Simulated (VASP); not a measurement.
Crystal: LaAl2Sb2.

```
Sb Al La
1.0
     2.31703    4.01321    0.00000
    -2.31703    4.01321    0.00000
     0.00000    0.00000    7.56309
Sb Al La
2 2 1
Direct
  0.33330 0.33340 0.27192
  0.66670 0.66660 0.72808
  0.33330 0.33340 0.63870
  0.66670 0.66660 0.36130
  0.00000 0.00000 0.00000
```

Base run:

| Property | Result |
| --- | --- |
| Program | VASP 6.6.1 |
| Functional | PBE |
| Potentials or basis | VASP PAW PBE potentials, release 64 (Sb, Al, La) |
| Cutoff | 520 eV |
| k mesh | 5 × 5 × 3 |
| Occupations | methfessel-paxton, width 0.0883 eV |
| Spin | no spin polarisation |

Its results: band gap on the k mesh zero (an odd number of electrons rules out a gap without spin polarisation); pressure -0.1 GPa; largest force 0.367 eV/Å.

Q: The run is repeated on the same cell with these changes: functional from PBE to RPBE. What comes out?

A: Band gap on the k mesh zero (an odd number of electrons rules out a gap without spin polarisation); pressure 1.1 GPa; largest force 0.369 eV/Å.

RPBE binds less tightly than PBE, so the same cell stands under more pressure.

Caveats: spin-orbit coupling is left out, which moves the levels of the heavy elements; the PAW data sets were made with another functional, which shifts forces and pressure a little (at least some runs).
